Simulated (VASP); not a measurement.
# SrTe (Fm-3m) in VASP: notebook, part 2 of 2

VASP 6.6.1. The steps go on from the part before.

### Step 4. Single point, PBE

This run uses another cell than the first one, of 37.69 Å³/atom, 1.059 times its volume.

INCAR reads:

```
  ALGO = Normal
  EDIFF = 1E-6
  ENCUT = 500
  GGA = PE
  GGA_COMPAT = F
  ISIF = 2
  ISMEAR = 0
  LASPH = T
  LCHARG = F
  LREAL = F
  LWAVE = F
  NBANDS = 15
  NELM = 120
  PREC = Accurate
  SIGMA = 0.01
```

KPOINTS reads:

```
k-points
0
Gamma
  6 6 6
```

POSCAR reads:

```
SrTe
1.0
    0.0000000000      3.3527582064      3.3527582064
    3.3527582064      0.0000000000      3.3527582064
    3.3527582064      3.3527582064      0.0000000000
Sr Te
1 1
Direct
    0.0000000000      0.0000000000      0.0000000000
    0.5000000000      0.5000000000      0.5000000000
```

Potentials or basis: VASP PAW PBE potentials, release 64 (Sr_sv, Te).

Command:

```console
$ cat potpaw_PBE.64/Sr_sv/POTCAR potpaw_PBE.64/Te/POTCAR > POTCAR
$ mpirun -np 1 vasp_std > vasp.out
```

OUTCAR:

```text
EDIFF = 1E-6
   ENCUT = 500
   GGA = PE
   ISIF = 2
   ISMEAR = 0
   LASPH = T
   LREAL = F
   NELM = 120
   PREC = Accurate

 ion  position               nearest neighbor table
   1  0.000  0.000  0.000-   2 3.35   2 3.35   2 3.35   2 3.35   2 3.35   2 3.35
   2  0.500  0.500  0.500-   1 3.35   1 3.35   1 3.35   1 3.35   1 3.35   1 3.35

  LATTYP: Found a face centered cubic cell.
 ALAT       =     6.7055164128

  Lattice vectors:

[... 464 lines left out ...]

------------------------ aborting loop because EDIFF is reached ----------------------------------------

  FORCE on cell =-STRESS in cart. coord.  units (eV):
  Direction    XX          YY          ZZ          XY          YZ          ZX
  --------------------------------------------------------------------------------------
  -------------------------------------------------------------------------------------
  Total        0.1327444      0.1327444      0.1327444      0.0000000      0.0000000      0.0000000
  in kB        2.8215650      2.8215650      2.8215650      0.0000000      0.0000000      0.0000000
  external PRESSURE =       2.8215650 kB  Pullay stress =       0.0000000 kB

 VOLUME and BASIS-vectors are now :
 -----------------------------------------------------------------------------
  energy-cutoff  :      500.00
  volume of cell :       75.38
      direct lattice vectors                 reciprocal lattice vectors
     0.000000000  3.352758206  3.352758206    -0.149130945  0.149130945  0.149130945
     3.352758206  0.000000000  3.352758206     0.149130945 -0.149130945  0.149130945
     3.352758206  3.352758206  0.000000000     0.149130945  0.149130945 -0.149130945

 POSITION                                       TOTAL-FORCE (eV/Angst)
 -----------------------------------------------------------------------------------
      0.00000      0.00000      0.00000         0.000000      0.000000      0.000000
      3.35276      3.35276      3.35276         0.000000      0.000000     -0.000000
 -----------------------------------------------------------------------------------
    total drift:                                0.000000      0.000000      0.000000

  FREE ENERGIE OF THE ION-ELECTRON SYSTEM (eV)
  ---------------------------------------------------
  free  energy   TOTEN  =        -8.2674035252 eV

  energy  without entropy=       -8.2674035252  energy(sigma->0) =       -8.26740353
```

OSZICAR:

```text
N       E                     dE             d eps       ncg     rms          rms(c)
DAV:   1     0.703047912468E+02    0.70305E+02   -0.67136E+03   480   0.898E+02
DAV:   2    -0.416690730783E+01   -0.74472E+02   -0.68807E+02   627   0.175E+02
DAV:   3    -0.819395102511E+01   -0.40270E+01   -0.39975E+01   720   0.362E+01
DAV:   4    -0.836012809545E+01   -0.16618E+00   -0.16616E+00   608   0.695E+00
DAV:   5    -0.836209038594E+01   -0.19623E-02   -0.19622E-02   712   0.767E-01    0.145E+01
DAV:   6    -0.826222263495E+01    0.99868E-01   -0.13423E-01   550   0.210E+00    0.863E+00
DAV:   7    -0.826693039293E+01   -0.47078E-02   -0.16729E-01   607   0.255E+00    0.110E+00
DAV:   8    -0.826701355913E+01   -0.83166E-04   -0.20611E-02   501   0.693E-01    0.394E-01
DAV:   9    -0.826714784794E+01   -0.13429E-03   -0.88928E-04   606   0.206E-01    0.186E-01
DAV:  10    -0.826738268180E+01   -0.23483E-03   -0.17661E-04   543   0.774E-02    0.399E-02
DAV:  11    -0.826740150422E+01   -0.18822E-04   -0.16698E-05   643   0.215E-02    0.413E-02
DAV:  12    -0.826740315251E+01   -0.16483E-05   -0.93947E-06   550   0.147E-02    0.222E-02
DAV:  13    -0.826740352519E+01   -0.37268E-06   -0.25937E-07   436   0.315E-03
   1 F= -.82674035E+01 E0= -.82674035E+01  d E =-.632780E-20
```

stdout:

```text
POSCAR found type information on POSCAR SrTe
 POSCAR found :  2 types and       2 ions
 scaLAPACK will be used
 LDA part: xc-table for (Slater+PW92), standard interpolation
 POSCAR, INCAR and KPOINTS ok, starting setup
 FFT: planning ... GRIDC
 FFT: planning ... GRID_SOFT
 FFT: planning ... GRID
 WAVECAR not read
 entering main loop
```

Wall time 14 s (1 thread of AMD EPYC 9R45 (Zen 5), shared host); peak memory 0.18 GiB.

Results:

* Free energy: -8.2674 eV
* Pressure: 0.3 GPa
* Band gap on the k mesh: 1.75 eV, indirect (least direct gap 2.47 eV)

Caveat: spin-orbit coupling is left out, which moves the levels of the heavy elements. A k mesh can miss the band edges.

### Step 5. Single point, PBE

This run uses another cell than the first one, of 37.86 Å³/atom, 1.064 times its volume.

INCAR reads:

```
PREC     = Accurate       # precision mode
ENCUT    = 500            # plane-wave cutoff, eV
EDIFF    = 1E-6           # SCF threshold, eV
ISMEAR   = 0              # smearing method
SIGMA    = 0.01           # smearing width, eV
LREAL    = F              # projectors in reciprocal space
LASPH    = T              # aspherical terms in the spheres
NELM     = 120            # most SCF steps
ALGO     = Normal         # electronic algorithm
ISIF     = 2              # what is computed and relaxed
LWAVE    = F              # write WAVECAR
LCHARG   = F              # write CHGCAR
GGA      = PE             # functional
NBANDS   = 15             # bands
GGA_COMPAT= F
```

KPOINTS reads:

```
regular mesh
0
Gamma
  6 6 6
```

POSCAR reads:

```
SrTe
1.0
    0.0000000000      3.3579877066      3.3579877066
    3.3579877066      0.0000000000      3.3579877066
    3.3579877066      3.3579877066      0.0000000000
Sr Te
1 1
Direct
    0.0000000000      0.0000000000      0.0000000000
    0.5000000000      0.5000000000      0.5000000000
```

Potentials or basis: VASP PAW PBE potentials, release 64 (Sr_sv, Te).

Command:

```console
$ cat potpaw_PBE.64/Sr_sv/POTCAR potpaw_PBE.64/Te/POTCAR > POTCAR
$ mpirun -np 1 vasp_std > vasp.out
```

OUTCAR:

```text
PREC = Accurate
   ENCUT = 500
   EDIFF = 1E-6
   ISMEAR = 0
   LREAL = F
   LASPH = T
   NELM = 120
   ISIF = 2
   GGA = PE

 ion  position               nearest neighbor table
   1  0.000  0.000  0.000-   2 3.36   2 3.36   2 3.36   2 3.36   2 3.36   2 3.36
   2  0.500  0.500  0.500-   1 3.36   1 3.36   1 3.36   1 3.36   1 3.36   1 3.36

  LATTYP: Found a face centered cubic cell.
 ALAT       =     6.7159754132

  Lattice vectors:

 A1 = (   0.0000000000,   3.3579877066,   3.3579877066)
 A2 = (   3.3579877066,   0.0000000000,   3.3579877066)
 A3 = (   3.3579877066,   3.3579877066,   0.0000000000)

Analysis of symmetry for initial positions (statically):
=====================================================================
 Subroutine PRICEL returns:
 Original cell was already a primitive cell.

 Routine SETGRP: Setting up the symmetry group for a
 face centered cubic supercell.

 Subroutine GETGRP returns: Found 48 space group operations
 (whereof 48 operations were pure point group operations)
 out of a pool of 48 trial point group operations.

The static configuration has the point symmetry O_h .

Analysis of symmetry for dynamics (positions and initial velocities):
=====================================================================
 Subroutine PRICEL returns:
 Original cell was already a primitive cell.

 Routine SETGRP: Setting up the symmetry group for a
 face centered cubic supercell.

 Subroutine GETGRP returns: Found 48 space group operations
 (whereof 48 operations were pure point group operations)
 out of a pool of 48 trial point group operations.

The dynamic configuration has the point symmetry O_h .

 Subroutine INISYM returns: Found 48 space group operations
 (whereof 48 operations are pure point group operations),
 and found     1 'primitive' translations

[... 111 lines left out ...]
   LHFCALC =     F    Hartree Fock is set to
   AEXX    =    0.0000 exact exchange contribution
   IVDW    =     0    specifies the selected vdW correction
   LEPSILON=     F    determine dielectric tensor
   LRPA    =     F    only Hartree local field effects (RPA)
 non-spin polarized calculation
 Gauss-broadening in eV      SIGMA  =   0.01
  energy-cutoff  :      500.00
  volume of cell :       75.73
 maximum number of plane-waves:      1948
 NGX is ok and might be reduce to    36
   NGX = 17   NGY = 17   NGZ = 17

 number of electron      16.0000000 magnetization

 Free energy of the ion-electron system (eV)
  ---------------------------------------------------
  ext. energy  EPLUGINS =         0.00000000
  ---------------------------------------------------
  free energy    TOTEN  =        -8.26788803 eV

  energy without entropy =       -8.26788803  energy(sigma->0) =       -8.26788803

 E-fermi :   2.8277     XC(G=0):  -8.4173

 val. band max:        2.6774780205   @ k =   0.0000   0.0000   0.0000
 cond. band min:       4.4342546578   @ k =   0.5000   0.5000   0.0000
 fundamental gap:      1.7567766374
 Fermi energy:         2.8276896908

 k-point     1 :       0.0000    0.0000    0.0000
  band No.  band energies     occupation
      1     -32.0688      2.00000
      2     -14.0538      2.00000
      3     -14.0538      2.00000
      4     -14.0538      2.00000
      5      -7.2255      2.00000
      6       2.6775      2.00000
      7       2.6775      2.00000
      8       2.6775      2.00000
      9       5.4216      0.00000
     10       5.9692      0.00000
     11       5.9692      0.00000
     12       5.9692      0.00000
     13       6.5901      0.00000
     14       6.5901      0.00000
[... 257 lines left out ...]
      2     -14.1188      2.00000
      3     -14.0961      2.00000
      4     -14.0901      2.00000
      5      -6.7287      2.00000
      6       0.9186      2.00000
      7       1.3703      2.00000
      8       1.4529      2.00000
      9       5.5662      0.00000
     10       7.0129      0.00000
     11       7.6651      0.00000
     12       8.2933      0.00000
     13       8.7661      0.00000
     14       8.9957      0.00000
     15      11.0660      0.00000

------------------------ aborting loop because EDIFF is reached ----------------------------------------

  FORCE on cell =-STRESS in cart. coord.  units (eV):
  Direction    XX          YY          ZZ          XY          YZ          ZX
  --------------------------------------------------------------------------------------
  -------------------------------------------------------------------------------------
  Total        0.0594709      0.0594709      0.0594709     -0.0000000     -0.0000000     -0.0000000
  in kB        1.2581946      1.2581946      1.2581946     -0.0000000     -0.0000000     -0.0000000
  external PRESSURE =       1.2581946 kB  Pullay stress =       0.0000000 kB

 VOLUME and BASIS-vectors are now :
 -----------------------------------------------------------------------------
  energy-cutoff  :      500.00
  volume of cell :       75.73
      direct lattice vectors                 reciprocal lattice vectors
     0.000000000  3.357987707  3.357987707    -0.148898699  0.148898699  0.148898699
     3.357987707  0.000000000  3.357987707     0.148898699 -0.148898699  0.148898699
     3.357987707  3.357987707  0.000000000     0.148898699  0.148898699 -0.148898699

 POSITION                                       TOTAL-FORCE (eV/Angst)
 -----------------------------------------------------------------------------------
      0.00000      0.00000      0.00000        -0.000000      0.000000     -0.000000
      3.35799      3.35799      3.35799         0.000000     -0.000000      0.000000
 -----------------------------------------------------------------------------------
    total drift:                                0.000000      0.000000      0.000000

  FREE ENERGIE OF THE ION-ELECTRON SYSTEM (eV)
  ---------------------------------------------------
  free  energy   TOTEN  =        -8.2678880306 eV

  energy  without entropy=       -8.2678880306  energy(sigma->0) =       -8.26788803
```

OSZICAR:

```text
N       E                     dE             d eps       ncg     rms          rms(c)
DAV:   1     0.667474252418E+02    0.66747E+02   -0.67132E+03   480   0.902E+02
DAV:   2    -0.433519434147E+01   -0.71083E+02   -0.66573E+02   648   0.176E+02
DAV:   3    -0.826202659941E+01   -0.39268E+01   -0.39076E+01   731   0.353E+01
DAV:   4    -0.836202819122E+01   -0.10000E+00   -0.99962E-01   642   0.536E+00
DAV:   5    -0.836372430541E+01   -0.16961E-02   -0.16961E-02   699   0.674E-01    0.144E+01
DAV:   6    -0.826266454182E+01    0.10106E+00   -0.13540E-01   564   0.211E+00    0.855E+00
DAV:   7    -0.826730432970E+01   -0.46398E-02   -0.16876E-01   599   0.256E+00    0.110E+00
DAV:   8    -0.826750314085E+01   -0.19881E-03   -0.22191E-02   501   0.713E-01    0.399E-01
DAV:   9    -0.826762381592E+01   -0.12068E-03   -0.90804E-04   627   0.214E-01    0.201E-01
DAV:  10    -0.826787036372E+01   -0.24655E-03   -0.19418E-04   515   0.812E-02    0.453E-02
DAV:  11    -0.826788452031E+01   -0.14157E-04   -0.12724E-05   663   0.185E-02    0.455E-02
DAV:  12    -0.826788752011E+01   -0.29998E-05   -0.12026E-05   543   0.165E-02    0.304E-02
DAV:  13    -0.826788803059E+01   -0.51049E-06   -0.42162E-07   429   0.401E-03
   1 F= -.82678880E+01 E0= -.82678880E+01  d E =-.797666-102
```

Run time: 14 s. Hardware: 1 thread of AMD EPYC 9R45 (Zen 5), shared host; peak memory 0.18 GiB.

What came out:

| Item | Value |
| --- | --- |
| Free energy | -8.2679 eV |
| Pressure | 0.1 GPa |
| Band gap on the k mesh | 1.76 eV, indirect (least direct gap 2.48 eV) |

Caveat: spin-orbit coupling is left out, which moves the levels of the heavy elements. A k mesh can miss the band edges.

### Step 6. Overview

| cell | gap on the mesh (eV) | pressure (GPa) |
| --- | --- | --- |
| a = 4.652 Å, angles 60.0°, 2 atoms | 1.59 | 2.4 |
| a = 4.701 Å, angles 60.0°, 2 atoms | 1.68 | 1.2 |
| a = 4.742 Å, angles 60.0°, 2 atoms | 1.75 | 0.3 |
| a = 4.749 Å, angles 60.0°, 2 atoms | 1.76 | 0.1 |

Alike in all rows: task single point; level PBE; potentials or basis VASP PAW PBE potentials, release 64 (Sr_sv, Te); no spin polarisation; k mesh 6 × 6 × 6; cutoff (eV) 500; smearing gaussian 0.01 eV.

Caveats: spin-orbit coupling is left out, which moves the levels of the heavy elements.

Total energies depend on the potentials used, so only differences within one code and one set of settings carry meaning.
